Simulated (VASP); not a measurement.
Sm3O:

```
CELL_PARAMETERS angstrom
5.84415 0.00000 0.00000
-2.92208 5.06118 0.00000
0.00000 0.00000 3.61327
ATOMIC_POSITIONS crystal
Sm 0.50000 0.00000 0.00000
Sm 0.00000 0.50000 0.00000
Sm 0.50000 0.50000 0.00000
O 0.00000 0.00000 0.00000
```

The cell was built from a structure type or drawn by symmetry, and may not be a known phase.

- Program: VASP 6.6.1
- Task: relaxation of cell and atoms
- Functional: PBE
- Potentials or basis: VASP PAW PBE potentials, release 64 (Sm_3, O), 4f in core
- Cutoff: 600 eV
- k mesh: 3 × 3 × 6
- Occupations: gaussian, width 0.1 eV
- Spin: no spin polarisation

At the start: pressure -0.0 GPa; volume 26.72 Å³/atom.

Problem. How do energy, volume and symmetry change on relaxing?

Solution. Over 5 steps the energy falls by 8.0 meV/atom and the volume is 26.12 Å³/atom (-2.2 %); space group P6/mmm (No. 191, to 0.1 Å) before and after.

The path:
```tsv
step	energy change (eV)	largest force (eV/Å)	pressure (GPa)	volume (Å³)
1	0.0000	0.0000	-0.02	106.87
2	-0.0205	0.0000	-0.40	106.79
3	-0.0266	0.0000	-0.67	106.72
4	-0.0269	0.0000	-0.73	106.69
5	-0.0320	0.0000	-0.06	104.48
```

Final structure:
```
Sm O
1.0
     5.89596    0.00000    0.00000
    -2.94798    5.10605    0.00000
     0.00000    0.00000    3.47059
Sm O
3 1
Direct
  0.50000 0.00000 0.00000
  0.00000 0.50000 0.00000
  0.50000 0.50000 0.00000
  0.00000 0.00000 0.00000
```

Caveat: the k points lie up to 0.41 Å⁻¹ apart in the final cell, too coarse for converged energies and pressures of a metal; an odd number of electrons without spin polarisation forces a metal; a magnetic or distorted state may lie lower; the run has no spin polarisation, though such a crystal can be magnetic.
